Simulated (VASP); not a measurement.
# Al2InN3 (Cmc2_1) in VASP: notebook

Runs on Al2InN3. Level: PBE. Tasks: single point.

Everything below comes from runs of VASP 6.6.1. Logs are shortened: lines on timing, memory, paths and dates and some standing lists are left out, and cuts for length are marked.

**1. The cell of the first run**

The structure is orthorhombic, space group Cmc2_1 (No. 36). The conventional cell has a = 10.179 Å, b = 5.699 Å, c = 5.434 Å, α = 90.00°, β = 90.00°, γ = 90.00°. Al (site symmetry 1) has 4 N at 1.93 to 1.98 Å within 2.6 Å. In (site symmetry m) has 4 N at 2.21 to 2.28 Å within 2.9 Å. N (site symmetry 1) has 3 Al at 1.93 to 1.98 Å and 1 In at 2.25 Å within 2.6 Å. Within 2.6 Å of N (site symmetry m) lie 2 Al at 1.97 Å and 2 In at 2.21 to 2.28 Å.

**2. Single point, PBE (13.14 Å³/atom)**

INCAR

```
  PREC = Accurate
  ENCUT = 520
  EDIFF = 1E-6
  ISMEAR = 0
  SIGMA = 0.05
  LREAL = False
  LASPH = True
  NELM = 60
  ALGO = Normal
  ISIF = 2
  LWAVE = False
  LCHARG = False
  GGA = PE
  NBANDS = 46
```

KPOINTS

```
Automatic mesh
0
Gamma
  6 6 6
```

POSCAR

```
Al2InN3
1.0
    5.0895273839     -2.8497443393      0.0000000000
    5.0895273839      2.8497443393      0.0000000000
    0.0000000000      0.0000000000      5.4337289711
Al In N
4 2 6
Direct
    0.0084427086      0.3348641725      0.9917411822
    0.6651358275      0.9915572914      0.9917411822
    0.9915572914      0.6651358275      0.4917411822
    0.3348641725      0.0084427086      0.4917411822
    0.3220722962      0.6779277038      0.9869930315
    0.6779277038      0.3220722962      0.4869930315
    0.0367610679      0.3336262977      0.3556963910
    0.6663737023      0.9632389321      0.3556963910
    0.9632389321      0.6663737023      0.8556963910
    0.3336262977      0.0367610679      0.8556963910
    0.2982358752      0.7017641248      0.4061317922
    0.7017641248      0.2982358752      0.9061317922
```

Potentials or basis: VASP PAW PBE potentials, release 64 (Al, In_d, N).

The run is started by

```
$ cat potpaw_PBE.64/Al/POTCAR potpaw_PBE.64/In_d/POTCAR potpaw_PBE.64/N/POTCAR > POTCAR
$ mpirun -np 1 vasp_std > vasp.out
```

OUTCAR:

```text
PREC = Accurate
   ENCUT = 520
   EDIFF = 1E-6
   ISMEAR = 0
   LREAL = False
   LASPH = True
   NELM = 60
   ISIF = 2
   GGA = PE

 ion  position               nearest neighbor table
   1  0.008  0.335  0.992-  10 1.93   9 1.96  12 1.97   7 1.98   2 3.27   2 3.27   5 3.27   4 3.29
                             4 3.29   3 3.30   3 3.30   6 3.33   5 3.34   6 3.38   5 3.41
   2  0.665  0.992  0.992-   9 1.93  10 1.96  12 1.97   8 1.98   1 3.27   1 3.27   5 3.27   3 3.29
                             3 3.29   4 3.30   4 3.30   6 3.33   5 3.34   6 3.38   5 3.41
   3  0.992  0.665  0.492-   8 1.93   7 1.96  11 1.97   9 1.98   4 3.27   4 3.27   6 3.27   2 3.29
                             2 3.29   1 3.30   1 3.30   5 3.33   6 3.34   5 3.38   6 3.41
   4  0.335  0.008  0.492-   7 1.93   8 1.96  11 1.97  10 1.98   3 3.27   3 3.27   6 3.27   1 3.29
                             1 3.29   2 3.30   2 3.30   5 3.33   6 3.34   5 3.38   6 3.41
   5  0.322  0.678  0.987-  12 2.21  10 2.25   9 2.25  11 2.28   1 3.27   2 3.27   4 3.33   3 3.33
                             2 3.34   1 3.34   4 3.38   3 3.38   6 3.39   6 3.39   2 3.41   1 3.41
   6  0.678  0.322  0.487-  11 2.21   8 2.25   7 2.25  12 2.28   4 3.27   3 3.27   2 3.33   1 3.33
                             4 3.34   3 3.34   2 3.38   1 3.38   5 3.39   5 3.39   4 3.41   3 3.41
   7  0.037  0.334  0.356-   4 1.93   3 1.96   1 1.98   6 2.25
   8  0.666  0.963  0.356-   3 1.93   4 1.96   2 1.98   6 2.25
   9  0.963  0.666  0.856-   2 1.93   1 1.96   3 1.98   5 2.25
  10  0.334  0.037  0.856-   1 1.93   2 1.96   4 1.98   5 2.25
  11  0.298  0.702  0.406-   3 1.97   4 1.97   6 2.21   5 2.28
  12  0.702  0.298  0.906-   1 1.97   2 1.97   5 2.21   6 2.28

  LATTYP: Found a base centered orthorhombic cell.
 ALAT       =     5.6994886786
 B/A-ratio  =     1.7859592925
 C/A-ratio  =     0.9533713071

  Lattice vectors:

 A1 = (  -5.0895273839,  -2.8497443393,   0.0000000000)
 A2 = (   5.0895273839,  -2.8497443393,   0.0000000000)
 A3 = (   0.0000000000,   0.0000000000,   5.4337289711)

Analysis of symmetry for initial positions (statically):
=====================================================================
 Subroutine PRICEL returns:
 Original cell was already a primitive cell.

 Routine SETGRP: Setting up the symmetry group for a
 base centered orthorhombic supercell.

 Subroutine GETGRP returns: Found  4 space group operations
 (whereof  2 operations were pure point group operations)
 out of a pool of  8 trial point group operations.

The static configuration has the point symmetry C_1h.
 The point group associated with its full space group is C_2v.

Analysis of symmetry for dynamics (positions and initial velocities):
[... 144 lines left out ...]
   NUPDOWN=      -1.0000    fix difference up-down
   EMIN   =  10.00;   EMAX   =-10.00  energy-range for DOS
   EFERMI =   0.00;   METHOD = LEGACY
   ISMEAR =     0;   SIGMA  =   0.05  broadening in eV -4-tet -1-fermi 0-gaus
   EFERMI_NEDOS =   21; number of points for ismear=-14 and -15
   IALGO  =     38    algorithm
   IMIX   =      4    mixing-type and parameters
     AMIX     =   0.40;   BMIX     =  1.00
     AMIX_MAG =   1.60;   BMIX_MAG =  1.00
  volume/ion in A,a.u.               =      13.14        88.64
  Fermi-wavevector in a.u.,A,eV,Ry     =   1.237012  2.337614 20.819628  1.530199
  Thomas-Fermi vector in A             =   2.371597
   LORBIT       =      0    0 simple, 1 ext, 2 COOP (PROOUT), +10 PAW based schemes
   GGA     = PE    functional components
   LHFCALC =     F    Hartree Fock is set to
   AEXX    =    0.0000 exact exchange contribution
   IVDW    =     0    specifies the selected vdW correction
   LEPSILON=     F    determine dielectric tensor
   LRPA    =     F    only Hartree local field effects (RPA)
 non-spin polarized calculation
 Gauss-broadening in eV      SIGMA  =   0.05
  energy-cutoff  :      520.00
  volume of cell :      157.62
 maximum number of plane-waves:      4276
 NGX is ok and might be reduce to    48
   NGX = 21   NGY = 21   NGZ = 21

 number of electron      67.9999988 magnetization

 Free energy of the ion-electron system (eV)
  ---------------------------------------------------
  ext. energy  EPLUGINS =         0.00000000
  ---------------------------------------------------
  free energy    TOTEN  =       -80.35088823 eV

  energy without entropy =      -80.35088823  energy(sigma->0) =      -80.35088823

 E-fermi :   5.5346     XC(G=0): -10.5062

 val. band max:        5.3129137991   @ k =   0.0000   0.0000   0.0000
 cond. band min:       7.0316260337   @ k =   0.0000   0.0000   0.0000
 fundamental gap:      1.7187122347
 Fermi energy:         5.5345959088

 k-point     1 :       0.0000    0.0000    0.0000
  band No.  band energies     occupation
      1      -8.9245      2.00000
      2      -8.6019      2.00000
      3      -8.3112      2.00000
      4      -8.1220      2.00000
      5      -8.0801      2.00000
      6      -7.9949      2.00000
[... 1165 lines left out ...]
     45      13.9277      0.00000
     46      14.0622      0.00000

 [... further k-points ...]
[... 5 lines left out ...]
  --------------------------------------------------------------------------------------
  -------------------------------------------------------------------------------------
  Total      -12.9647421     -6.6980592    -12.7888848      0.0000000      0.0000000      0.0000000
  in kB     -131.7841380    -68.0844978   -129.9965825      0.0000000      0.0000000      0.0000000
  external PRESSURE =    -109.9550728 kB  Pullay stress =       0.0000000 kB

 VOLUME and BASIS-vectors are now :
 -----------------------------------------------------------------------------
  energy-cutoff  :      520.00
  volume of cell :      157.62
      direct lattice vectors                 reciprocal lattice vectors
     5.089527384 -2.849744339  0.000000000     0.098240949 -0.175454336  0.000000000
     5.089527384  2.849744339  0.000000000     0.098240949  0.175454336  0.000000000
     0.000000000  0.000000000  5.433728971     0.000000000  0.000000000  0.184035679

 POSITION                                       TOTAL-FORCE (eV/Angst)
 -----------------------------------------------------------------------------------
      1.74727      0.93022      5.38885        -0.031305      0.119017      0.081272
      8.43178      0.93022      5.38885         0.031305      0.119017      0.081272
      8.43178     -0.93022      2.67199         0.031305     -0.119017      0.081272
      1.74727     -0.93022      2.67199        -0.031305     -0.119017      0.081272
      5.08953      1.01410      5.36305         0.000000      0.155789      0.098666
      5.08953     -1.01410      2.64619         0.000000     -0.155789      0.098666
      1.88510      0.84599      1.93276        -0.014532      0.164240     -0.096207
      8.29396      0.84599      1.93276         0.014532      0.164240     -0.096207
      8.29396     -0.84599      4.64962         0.014532     -0.164240     -0.096207
      1.88510     -0.84599      4.64962        -0.014532     -0.164240     -0.096207
      5.08953      1.14995      2.20681         0.000000      0.204449     -0.068796
      5.08953     -1.14995      4.92367         0.000000     -0.204449     -0.068796
 -----------------------------------------------------------------------------------
    total drift:                               -0.000000     -0.000000      0.000044

  FREE ENERGIE OF THE ION-ELECTRON SYSTEM (eV)
  ---------------------------------------------------
  free  energy   TOTEN  =       -80.3508882269 eV

  energy  without entropy=      -80.3508882269  energy(sigma->0) =      -80.35088823
```

OSZICAR:

```text
N       E                     dE             d eps       ncg     rms          rms(c)
DAV:   1     0.677352618395E+03    0.67735E+03   -0.30102E+04  4784   0.164E+03
DAV:   2     0.352826631639E+02   -0.64207E+03   -0.59904E+03  5048   0.434E+02
DAV:   3    -0.859179646657E+02   -0.12120E+03   -0.11698E+03  5788   0.179E+02
DAV:   4    -0.939983917752E+02   -0.80804E+01   -0.80007E+01  6472   0.487E+01
DAV:   5    -0.942672433825E+02   -0.26885E+00   -0.26817E+00  6368   0.915E+00    0.214E+01
DAV:   6    -0.801912126936E+02    0.14076E+02   -0.53919E+01  7728   0.545E+01    0.173E+01
DAV:   7    -0.804514466991E+02   -0.26023E+00   -0.45206E+00  5452   0.106E+01    0.546E+00
DAV:   8    -0.803786787889E+02    0.72768E-01   -0.28532E-01  7692   0.396E+00    0.405E+00
DAV:   9    -0.803502664440E+02    0.28412E-01   -0.95025E-02  8136   0.379E+00    0.509E-01
DAV:  10    -0.803496533612E+02    0.61308E-03   -0.16182E-02  7154   0.104E+00    0.401E-01
DAV:  11    -0.803504099335E+02   -0.75657E-03   -0.41838E-03  7168   0.489E-01    0.261E-01
DAV:  12    -0.803508321636E+02   -0.42223E-03   -0.64515E-04  6658   0.206E-01    0.610E-02
DAV:  13    -0.803508842999E+02   -0.52136E-04   -0.18276E-04  6464   0.979E-02    0.222E-02
DAV:  14    -0.803508865943E+02   -0.22944E-05   -0.18421E-05  7272   0.463E-02    0.107E-02
DAV:  15    -0.803508879208E+02   -0.13265E-05   -0.34980E-06  5008   0.143E-02    0.389E-03
DAV:  16    -0.803508882269E+02   -0.30613E-06   -0.82948E-07  3662   0.575E-03
   1 F= -.80350888E+02 E0= -.80350888E+02  d E =-.384690E-12
```

stdout:

```text
POSCAR found type information on POSCAR AlInN
 POSCAR found :  3 types and      12 ions
 scaLAPACK will be used
 LDA part: xc-table for (Slater+PW92), standard interpolation
 POSCAR, INCAR and KPOINTS ok, starting setup
 FFT: planning ... GRIDC
 FFT: planning ... GRID_SOFT
 FFT: planning ... GRID
 WAVECAR not read
 entering main loop
```

Wall time 10 min (1 thread of Oxide Virtual Turin-like, shared host); peak memory 0.45 GiB.

What came out:

| Property | Result |
| --- | --- |
| Free energy | -80.3509 eV |
| Pressure | -11.0 GPa |
| Largest force | 0.216 eV/Å |
| Band gap on the k mesh | 1.72 eV |

Forces on the atoms (eV/Å):
```
Al  -0.031  0.119  0.081
Al   0.031  0.119  0.081
Al   0.031 -0.119  0.081
Al  -0.031 -0.119  0.081
In   0.000  0.156  0.099
In   0.000 -0.156  0.099
N   -0.015  0.164 -0.096
N    0.015  0.164 -0.096
N    0.015 -0.164 -0.096
N   -0.015 -0.164 -0.096
N    0.000  0.204 -0.069
N    0.000 -0.204 -0.069
```

Levels at points of the mesh, in eV from the valence-band top:
```tsv
k point	band 31	band 32	band 33	band 34	band 35	band 36	band 37	band 38
(0.00, 0.00, 0.00)	-0.49	-0.10	-0.03	0.00	1.72	3.92	5.09	5.45
(0.50, 0.00, 0.00)	-0.67	-0.56	-0.52	-0.24	3.81	4.09	5.45	5.58
(0.50, 0.50, 0.00)	-0.68	-0.48	-0.45	-0.36	3.49	4.23	4.98	5.77
(0.00, 0.00, 0.50)	-0.38	-0.38	-0.13	-0.13	3.78	3.78	6.26	6.26
(0.50, 0.00, 0.50)	-0.79	-0.79	-0.52	-0.52	4.13	4.13	5.19	5.19
(0.50, 0.50, 0.50)	-0.84	-0.84	-0.63	-0.63	4.16	4.16	5.13	5.13
```

Caveat: the stress differs along the axes, from -13 to -7 GPa; spin-orbit coupling is left out, which moves the levels of the heavy elements.

**3. Single point, PBE (13.14 Å³/atom)**

INCAR

```
PREC = Accurate
ENCUT = 520
EDIFF = 1E-6
ISMEAR = 0
SIGMA = 0.05
LREAL = False
LASPH = True
NELM = 80
ALGO = Normal
ISIF = 2
LWAVE = False
LCHARG = True
GGA = PE
LELF = True
LVHAR = True
NBANDS = 46
```

KPOINTS

```
regular mesh
0
Gamma
  6 6 6
```

Edit POSCAR of step 2 so:

```diff
@@ -2,5 +2,5 @@
 1.0
-    5.0895273839     -2.8497443393      0.0000000000
-    5.0895273839      2.8497443393      0.0000000000
-    0.0000000000      0.0000000000      5.4337289711
+    4.9995786033     -2.9532078148      0.0000000000
+    4.9995786033      2.9532078148      0.0000000000
+    0.0000000000      0.0000000000      5.3376970101
 Al In N
```

Potentials or basis: VASP PAW PBE potentials, release 64 (Al, In_d, N).

The run is started by

```
$ cat potpaw_PBE.64/Al/POTCAR potpaw_PBE.64/In_d/POTCAR potpaw_PBE.64/N/POTCAR > POTCAR
$ mpirun -np 1 vasp_std > vasp.out
```

Wall time 17 min (1 thread of Oxide Virtual Turin-like, shared host); peak memory 0.45 GiB.

Results (log left out):

| Property | Result |
| --- | --- |
| Free energy | -80.3494 eV |
| Pressure | -11.0 GPa |
| Largest force | 0.181 eV/Å |
| Band gap on the k mesh | 1.71 eV |

Forces in eV/Å, atoms in the order of the input:
```
Al  -0.001 -0.092 -0.090
Al   0.001 -0.092 -0.090
Al   0.001  0.092 -0.090
Al  -0.001  0.092 -0.090
In   0.000 -0.159 -0.031
In   0.000  0.159 -0.031
N    0.043 -0.139  0.108
N   -0.043 -0.139  0.108
N   -0.043  0.139  0.108
N    0.043  0.139  0.108
N    0.000 -0.090 -0.005
N    0.000  0.090 -0.005
```

Stress tensor (GPa, compression positive):
```
 -9.29   0.00   0.00
  0.00 -15.18   0.00
  0.00   0.00  -8.63
```

Levels at points of the mesh, in eV from the valence-band top:
| k point | band 32 | band 33 | band 34 | band 35 | band 36 | band 37 |
| --- | --- | --- | --- | --- | --- | --- |
| (0.00, 0.00, 0.00) | -0.12 | -0.05 | 0.00 | 1.71 | 3.81 | 5.21 |
| (0.50, 0.00, 0.00) | -0.58 | -0.56 | -0.32 | 3.73 | 3.96 | 5.41 |
| (0.50, 0.50, 0.00) | -0.51 | -0.47 | -0.29 | 3.60 | 4.27 | 4.88 |
| (0.00, 0.00, 0.50) | -0.37 | -0.16 | -0.16 | 3.75 | 3.75 | 6.34 |
| (0.50, 0.00, 0.50) | -0.89 | -0.47 | -0.47 | 4.08 | 4.08 | 5.22 |
| (0.50, 0.50, 0.50) | -0.83 | -0.56 | -0.56 | 4.29 | 4.29 | 5.16 |

Caveat: the stress differs along the axes, from -15 to -9 GPa; spin-orbit coupling is left out, which moves the levels of the heavy elements.

(Part 1 of 2 ends here.)
